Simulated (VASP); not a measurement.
Write the native input for VASP 6.6.1 that does the following.

| Property | Result |
| --- | --- |
| Task | single point |
| Functional | r2SCAN |
| Potentials or basis | VASP PAW PBE potentials, release 64 (Si, O) |
| Cutoff | 520 eV |
| k mesh | 6 × 6 × 5 |
| Occupations | fermi-dirac, width 0.1 eV |
| Spin | no spin polarisation |
| Dipole correction | no |
| Further INCAR settings | ALGO = Normal; EDIFF = 1e-06; NBANDS = 34 |

The system is SiO2.

```
Si O
1.0
     5.06574    0.00000    0.00000
    -2.53287    4.38707    0.00000
     0.00000    0.00000    5.53290
Si O
3 6
Direct
  0.50000 0.00000 0.00000
  0.50000 0.50000 0.33333
  0.00000 0.50000 0.66667
  0.41570 0.20785 0.16667
  0.20785 0.41570 0.50000
  0.79215 0.20785 0.83334
  0.58430 0.79215 0.16667
  0.79215 0.58430 0.50000
  0.20785 0.79215 0.83334
```

The input as run:

POSCAR

```
SiO2
1.0
    5.0657422600      0.0000000000      0.0000000000
   -2.5328711300      4.3870658100      0.0000000000
    0.0000000000      0.0000000000      5.5329000500
Si O
3 6
Direct
    0.5000000000      0.0000000000      0.0000000000
    0.5000000000      0.5000000000      0.3333300000
    0.0000000000      0.5000000000      0.6666700000
    0.4157000000      0.2078500000      0.1666700000
    0.2078500000      0.4157000000      0.5000000000
    0.7921500000      0.2078500000      0.8333400000
    0.5843000000      0.7921500000      0.1666700000
    0.7921500000      0.5843000000      0.5000000000
    0.2078500000      0.7921500000      0.8333400000
```

INCAR.step1

```
PREC = Accurate
ENCUT = 520
ISMEAR = -1
SIGMA = 0.1
LREAL = F
LASPH = T
NELM = 100
NBANDS = 34
GGA = PE
ALGO = Normal
EDIFF = 1E-4
LWAVE = T
LCHARG = F
```

INCAR.step2

```
PREC = Accurate
ENCUT = 520
EDIFF = 1E-6
ISMEAR = -1
SIGMA = 0.1
LREAL = F
LASPH = T
NELM = 100
ALGO = Normal
ISIF = 2
LWAVE = F
LCHARG = F
METAGGA = R2SCAN
LMIXTAU = T
NBANDS = 34
ISTART = 1
```

KPOINTS

```
Automatic mesh
0
Gamma
  6 6 5
```

Potentials or basis: VASP PAW PBE potentials, release 64 (Si, O).

The run is started by

```sh
$ cat potpaw_PBE.64/Si/POTCAR potpaw_PBE.64/O/POTCAR > POTCAR
$ cp INCAR.step1 INCAR
$ mpirun -np 1 vasp_std > vasp.out
$ cp INCAR.step2 INCAR
$ mpirun -np 1 vasp_std > vasp.out
```

Results of the run:

| Item | Value |
| --- | --- |
| Pressure | -0.2 GPa |
| Largest force | 0.063 eV/Å |
| Band gap on the k mesh | 6.28 eV (least direct gap 6.48 eV) |

Caveat: the PAW data sets were made with another functional, which shifts forces and pressure a little.

Run time: 6.4 min on 1 thread of Intel(R) Xeon(R) 6975P-C (Granite Rapids), on a shared host, peak memory 0.37 GiB.
